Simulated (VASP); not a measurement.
# InSb (I-4m2) in VASP: notebook, part 2 of 3

VASP 6.6.1.

## (3) Single point, PBE (zz strain of -2 %)

The input, INCAR:

```
PREC = Accurate
ENCUT = 520
EDIFF = 1E-7
ISMEAR = -1
SIGMA = 0.03
LREAL = F
LASPH = T
NELM = 80
ALGO = Normal
ISIF = 2
LWAVE = F
LCHARG = F
GGA = PE
NBANDS = 16
```

The input, KPOINTS:

```
Automatic mesh
0
Gamma
  10 10 10
```

The input, POSCAR:

```
InSb
1.0
    0.0000000000      3.2391000000      3.1743180000
    3.2391000000      0.0000000000      3.1743180000
    3.2391000000      3.2391000000      0.0000000000
In Sb
1 1
Direct
    0.0000000000      0.0000000000      0.0000000000
    0.7500000000      0.7500000000      0.7500000000
```

Potentials or basis: VASP PAW PBE potentials, release 64 (In_d, Sb).

Run with:

```
$ cat potpaw_PBE.64/In_d/POTCAR potpaw_PBE.64/Sb/POTCAR > POTCAR
$ mpirun -np 1 vasp_std > vasp.out
```

OUTCAR:

```text
PREC = Accurate
   ENCUT = 520
   EDIFF = 1E-7
   ISMEAR = -1
   LREAL = F
   LASPH = T
   NELM = 80
   ISIF = 2
   GGA = PE

 ion  position               nearest neighbor table
   1  0.000  0.000  0.000-   2 2.79   2 2.79   2 2.79   2 2.79
   2  0.750  0.750  0.750-   1 2.79   1 2.79   1 2.79   1 2.79

  LATTYP: Found a body centered tetragonal cell.
 ALAT       =     4.5807791499
 C/A-ratio  =     1.3859292911

  Lattice vectors:

 A1 = (   0.0000000000,  -3.2391000000,  -3.1743180000)
 A2 = (   0.0000000000,   3.2391000000,  -3.1743180000)
 A3 = (   3.2391000000,   0.0000000000,   3.1743180000)

Analysis of symmetry for initial positions (statically):
=====================================================================
 Subroutine PRICEL returns:
 Original cell was already a primitive cell.

 Routine SETGRP: Setting up the symmetry group for a
 body centered tetragonal supercell.

 Subroutine GETGRP returns: Found  8 space group operations
 (whereof  8 operations were pure point group operations)
 out of a pool of 16 trial point group operations.

The static configuration has the point symmetry D_2d.

Analysis of symmetry for dynamics (positions and initial velocities):
=====================================================================
 Subroutine PRICEL returns:
 Original cell was already a primitive cell.

 Routine SETGRP: Setting up the symmetry group for a
 body centered tetragonal supercell.

 Subroutine GETGRP returns: Found  8 space group operations
 (whereof  8 operations were pure point group operations)
 out of a pool of 16 trial point group operations.

The dynamic configuration has the point symmetry D_2d.

 Subroutine INISYM returns: Found  8 space group operations
 (whereof  8 operations are pure point group operations),
 and found     1 'primitive' translations

----------------------------------------------------------------------------------------

                                     Primitive cell

  volume of cell :      66.6084

  direct lattice vectors                    reciprocal lattice vectors
     0.000000000  3.239100000  3.174318000    -0.154363867  0.154363867  0.157514149
     3.239100000  0.000000000  3.174318000     0.154363867 -0.154363867  0.157514149
     3.239100000  3.239100000  0.000000000     0.154363867  0.154363867 -0.157514149

  length of vectors
     4.535202705  4.535202705  4.580779150     0.269197165  0.269197165  0.269197165

  position of ions in fractional coordinates (direct lattice)
     0.000000000  0.000000000  0.000000000
     0.750000000  0.750000000  0.750000000

  ion indices of the primitive-cell ions
   primitive index   ion index
                 1           1
                 2           2

----------------------------------------------------------------------------------------

 KPOINTS: Automatic mesh

Automatic generation of k-mesh.
 Grid dimensions read from file:
 generate k-points for:   10   10   10

 Generating k-lattice:

  Cartesian coordinates                     Fractional coordinates (reciprocal lattice)
    -0.015436387  0.015436387  0.015751415     0.100000000  0.000000000  0.000000000
     0.015436387 -0.015436387  0.015751415     0.000000000  0.100000000  0.000000000
     0.015436387  0.015436387 -0.015751415    -0.000000000 -0.000000000  0.100000000

  Length of vectors
     0.026919717  0.026919717  0.026919717

  Shift w.r.t. Gamma in fractional coordinates (k-lattice)
     0.000000000  0.000000000  0.000000000

 Subroutine IBZKPT returns following result:
 ===========================================

 Found    102 irreducible k-points:

 Following reciprocal coordinates:
            Coordinates               Weight
  0.000000  0.000000  0.000000      1.000000
  0.100000  0.000000  0.000000      8.000000
  0.200000  0.000000  0.000000      8.000000
  0.300000 -0.000000  0.000000      8.000000
  0.400000 -0.000000  0.000000      8.000000
  0.500000  0.000000  0.000000      4.000000
[... 16 lines left out ...]
  0.300000  0.300000  0.000000      2.000000
  0.400000  0.300000  0.000000      8.000000
 [... further k-points ...]
   k-points           NKPTS =    102   k-points in BZ     NKDIM =    102   number of bands    NBANDS=     16
   number of dos      NEDOS =    301   number of ions     NIONS =      2
   total plane-waves  NPLWV =  46656
   dimension x,y,z NGX =    36 NGY =   36 NGZ =   36
   dimension x,y,z NGXF=    72 NGYF=   72 NGZF=   72
   ions per type =               1   1
   NGX,Y,Z   is equivalent  to a cutoff of  13.20, 13.20, 13.07 a.u.
   NGXF,Y,Z  is equivalent  to a cutoff of  26.39, 26.39, 26.13 a.u.
 SYSTEM =  unknown system
   PREC   = accura    normal or accurate (medium, high low for compatibility)
   ISTART =      0    job   : 0-new  1-cont  2-samecut
   ICHARG =      2    charge: 1-file 2-atom 10-const
   ISPIN  =      1    spin polarized calculation?
   LNONCOLLINEAR =      F non collinear calculations
   LSORBIT =      F    spin-orbit coupling
   LASPH  =      T    aspherical Exc in radial PAW
   ENCUT  =  520.0 eV  38.22 Ry    6.18 a.u.   8.43  8.43  8.52*2*pi/ulx,y,z
   NELM   =     80;   NELMIN=  2; NELMDL= -5     # of ELM steps
   EDIFF  = 0.1E-06   stopping-criterion for ELM
   LREAL  =      F    real-space projection
   EDIFFG = 0.1E-05   stopping-criterion for IOM
   NSW    =      0    number of steps for IOM
   IBRION =     -1    ionic relax: 0-MD 1-quasi-New 2-CG
   NFREE  =      0    steps in history (QN), initial steepest desc. (CG)
   ISIF   =      2    stress and relaxation
   ISYM   =      2    0-nonsym 1-usesym 2-fastsym
   POTIM  = 0.5000    time-step for ionic-motion
   TEBEG  =    0.0;   TEEND  =   0.0 temperature during run
   PSTRESS=    0.0 pullay stress
   NELECT =      18.0000    total number of electrons
   NUPDOWN=      -1.0000    fix difference up-down
   EMIN   =  10.00;   EMAX   =-10.00  energy-range for DOS
   EFERMI =   0.00;   METHOD = LEGACY
   ISMEAR =    -1;   SIGMA  =   0.03  broadening in eV -4-tet -1-fermi 0-gaus
   EFERMI_NEDOS =   21; number of points for ismear=-14 and -15
   IALGO  =     38    algorithm
   IMIX   =      4    mixing-type and parameters
     AMIX     =   0.40;   BMIX     =  1.00
     AMIX_MAG =   1.60;   BMIX_MAG =  1.00
  volume/ion in A,a.u.               =      33.30       224.75
  Fermi-wavevector in a.u.,A,eV,Ry     =   1.058415  2.000114 15.241820  1.120242
  Thomas-Fermi vector in A             =   2.193723
   LORBIT       =      0    0 simple, 1 ext, 2 COOP (PROOUT), +10 PAW based schemes
   GGA     = PE    functional components
   LHFCALC =     F    Hartree Fock is set to
   AEXX    =    0.0000 exact exchange contribution
   IVDW    =     0    specifies the selected vdW correction
   LEPSILON=     F    determine dielectric tensor
   LRPA    =     F    only Hartree local field effects (RPA)
 non-spin polarized calculation
  energy-cutoff  :      520.00
  volume of cell :       66.61
 maximum number of plane-waves:      1822
 NGX is ok and might be reduce to    36
   NGX = 17   NGY = 17   NGZ = 17

 number of electron      17.9999996 magnetization

 Free energy of the ion-electron system (eV)
  ---------------------------------------------------
  ext. energy  EPLUGINS =         0.00000000
  ---------------------------------------------------
  free energy    TOTEN  =        -6.87327281 eV

  energy without entropy =       -6.87316266  energy(sigma->0) =       -6.87321774

 E-fermi :   5.3643     XC(G=0):  -8.7748

 val. band max:        5.2931623042   @ k =   0.0000   0.0000   0.0000
 cond. band min:       5.3924043971   @ k =   0.0000   0.0000   0.0000
 fundamental gap:      0.0992420929
 Fermi energy:         5.3642656268

 k-point     1 :       0.0000    0.0000    0.0000
  band No.  band energies     occupation
      1      -9.3272      2.00000
      2      -9.3272      2.00000
      3      -9.3231      2.00000
      4      -9.2361      2.00000
      5      -9.2335      2.00000
      6      -5.5239      2.00000
[... 8 lines left out ...]
     15      13.4965      0.00000
     16      13.7860      0.00000
[... 419 lines left out ...]
 k-point    24 :       0.4000    0.3000    0.0000
  band No.  band energies     occupation
      1      -9.3946      2.00000
      2      -9.2907      2.00000
      3      -9.2899      2.00000
      4      -9.2524      2.00000
      5      -9.2255      2.00000
      6      -4.0829      2.00000
[... 8 lines left out ...]
     15      14.9411      0.00000
     16      15.6079      0.00000

 [... further k-points ...]

------------------------ aborting loop because EDIFF is reached ----------------------------------------

  FORCE on cell =-STRESS in cart. coord.  units (eV):
  Direction    XX          YY          ZZ          XY          YZ          ZX
  --------------------------------------------------------------------------------------
  -------------------------------------------------------------------------------------
  Total        1.6811294      1.6811294      1.8798138      0.0000000      0.0000000      0.0000000
  in kB       40.4373417     40.4373417     45.2164306      0.0000000      0.0000000      0.0000000
  external PRESSURE =      42.0303713 kB  Pullay stress =       0.0000000 kB

 VOLUME and BASIS-vectors are now :
 -----------------------------------------------------------------------------
  energy-cutoff  :      520.00
  volume of cell :       66.61
      direct lattice vectors                 reciprocal lattice vectors
     0.000000000  3.239100000  3.174318000    -0.154363867  0.154363867  0.157514149
     3.239100000  0.000000000  3.174318000     0.154363867 -0.154363867  0.157514149
     3.239100000  3.239100000  0.000000000     0.154363867  0.154363867 -0.157514149

 POSITION                                       TOTAL-FORCE (eV/Angst)
 -----------------------------------------------------------------------------------
      0.00000      0.00000      0.00000        -0.000000     -0.000000     -0.000000
      4.85865      4.85865      4.76148         0.000000      0.000000      0.000000
 -----------------------------------------------------------------------------------
    total drift:                                0.000000      0.000000      0.000000

  FREE ENERGIE OF THE ION-ELECTRON SYSTEM (eV)
  ---------------------------------------------------
  free  energy   TOTEN  =        -6.8732728143 eV

  energy  without entropy=       -6.8731626570  energy(sigma->0) =       -6.87321774
```

OSZICAR:

```text
N       E                     dE             d eps       ncg     rms          rms(c)
DAV:   1     0.113083357883E+03    0.11308E+03   -0.79578E+03  3272   0.114E+03
DAV:   2     0.252289922597E+00   -0.11283E+03   -0.10928E+03  3712   0.286E+02
DAV:   3    -0.677924110226E+01   -0.70315E+01   -0.70031E+01  4136   0.724E+01
DAV:   4    -0.697758197111E+01   -0.19834E+00   -0.19830E+00  4168   0.138E+01
DAV:   5    -0.698801961569E+01   -0.10438E-01   -0.10438E-01  4992   0.259E+00    0.432E+00
DAV:   6    -0.688679334497E+01    0.10123E+00   -0.15439E-01  4744   0.612E+00    0.251E+00
DAV:   7    -0.687161347256E+01    0.15180E-01   -0.72182E-02  4352   0.254E+00    0.640E-01
DAV:   8    -0.687254886491E+01   -0.93539E-03   -0.78723E-03  4328   0.103E+00    0.278E-01
DAV:   9    -0.687319250863E+01   -0.64364E-03   -0.97633E-04  4000   0.255E-01    0.764E-02
DAV:  10    -0.687323048785E+01   -0.37979E-04   -0.48589E-05  4616   0.493E-02    0.389E-02
DAV:  11    -0.687327131000E+01   -0.40822E-04   -0.73006E-05  3768   0.566E-02    0.237E-02
DAV:  12    -0.687327273268E+01   -0.14227E-05   -0.12751E-06  4312   0.787E-03    0.603E-03
DAV:  13    -0.687327289189E+01   -0.15921E-06   -0.13131E-06  3920   0.763E-03    0.304E-03
DAV:  14    -0.687327281428E+01    0.77608E-07   -0.27631E-08  3600   0.101E-03
   1 F= -.68732728E+01 E0= -.68732177E+01  d E =-.110157E-03
```

Wall time 72 s (1 thread of AMD EPYC 9R45 (Zen 5), shared host); peak memory 0.25 GiB.

Results:

```yaml
Free_energy: -6.8733 eV
Pressure: 4.2 GPa
Band_gap_on_the_k_mesh: 0.10 eV
```

Levels at points of the mesh, in eV from the valence-band top:
```
           k point  band 7  band 8  band 9  band 10  band 11  band 12
(0.00, 0.00, 0.00)   -0.04    0.00    0.00     0.10     2.96     3.01
(0.50, 0.00, 0.00)   -5.68   -1.07   -0.94     0.60     3.80     3.91
(0.50, 0.50, 0.00)   -5.91   -2.37   -2.37     1.25     1.28     8.32
(0.50, 0.00, 0.50)   -6.00   -2.27   -2.26     1.38     1.40     8.25
```

Caveat: the cell differs from its parent crystal (zz strain of -2 %); the cell stands under pressure; semilocal functionals underestimate gaps, and a narrow one can read as zero; spin-orbit coupling is left out, which moves the levels of the heavy elements.

(Continued in part 3 of 3.)

The gap in the log of VASP goes by the Fermi energy; the results here count the filled bands.